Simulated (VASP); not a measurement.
Here is a VASP 6.6.1 calculation.

File INCAR:

```
SYSTEM = Mg4Be5Zn3S12
  PREC = Accurate
  ENCUT = 520
  EDIFF = 1E-7
  ISMEAR = 0
  SIGMA = 0.1
  LREAL = Auto
  LASPH = .TRUE.
  NELM = 60
  ALGO = Normal
  ISIF = 2
  LWAVE = .FALSE.
  LCHARG = .FALSE.
  GGA = PE
  ISYM = 0
  NBANDS = 81
```

The input KPOINTS:

```
Automatic mesh
0
G
  3 2 2
  0 0 0
```

The input POSCAR:

```
Mg4Be5Zn3S12
1.0
    5.5384042105      3.1940044589     -0.0374152937
   -0.0709775400      6.4409560187      6.0970182960
    5.5836377221     -3.3423408046      6.1615900504
Be Mg S Zn
5 4 12 3
Direct
    0.1823942561      0.8293621944      0.1529001950
    0.6712025642      0.9969161969      0.0043333944
    0.0629333038      0.5996852262      0.9299361584
    0.5741432490      0.4322593584      0.0777617831
    0.5792536853      0.7468803695      0.7728937316
    0.1636290418      0.1626303715      0.8488372449
    0.1611920363      0.5074671811      0.4974779023
    0.6498732316      0.3427569872      0.6807383871
    0.0841284434      0.9089697673      0.5869200209
    0.9476101067      0.3892566751      0.0198740316
    0.9499739046      0.6774462709      0.7221885345
    0.0133894995      0.0033583350      0.3267432036
    0.4433613196      0.5438483663      0.8764566616
    0.5049288805      0.8379215087      0.5432259455
    0.5039775350      0.1947528289      0.1624733080
    0.8863827391      0.4322048742      0.4277232645
    0.9074676768      0.7866229955      0.0941004047
    0.8679250919      0.0931794104      0.7939858497
    0.3921265623      0.6136483054      0.2472792174
    0.4196101883      0.9192438685      0.9524735043
    0.3940552051      0.2588115490      0.5964640299
    0.6715715626      0.6733434169      0.3237695683
    0.0938037571      0.2504580961      0.2330949206
    0.6015760876      0.0749037071      0.4026354982
```

Potentials or basis: VASP PAW PBE potentials, release 64 (Be, Mg, S, Zn).

The run is started by

```bash
$ cat potpaw_PBE.64/Be/POTCAR potpaw_PBE.64/Mg/POTCAR potpaw_PBE.64/S/POTCAR potpaw_PBE.64/Zn/POTCAR > POTCAR
$ mpirun -np 1 vasp_std > vasp.out
```

**Question.** Predict the pressure.

**Answer.** 0.0 GPa.

**Question.** What does it give for the band gap on the k mesh?

**Answer.** 3.38 eV.

Forces in eV/Å, atoms in the order of the input:
```
Be  -0.011 -0.006  0.000
Be  -0.010 -0.011  0.001
Be   0.015  0.010 -0.002
Be   0.009 -0.001 -0.005
Be   0.003  0.001 -0.004
Mg  -0.003  0.001 -0.006
Mg   0.000 -0.003 -0.004
Mg  -0.004 -0.003 -0.005
Mg   0.005  0.004  0.000
S   -0.015 -0.004 -0.009
S   -0.009  0.012 -0.007
S    0.019 -0.007 -0.003
S   -0.011 -0.004 -0.002
S   -0.011 -0.012  0.013
S    0.002  0.007 -0.003
S    0.014 -0.007  0.015
S    0.015  0.007 -0.004
S    0.004  0.019 -0.004
S    0.001 -0.017 -0.003
S   -0.009  0.025  0.004
S    0.003 -0.005  0.029
Zn  -0.006 -0.002  0.005
Zn   0.006 -0.001 -0.002
Zn  -0.005 -0.001 -0.005
```

A k mesh can miss the band edges.
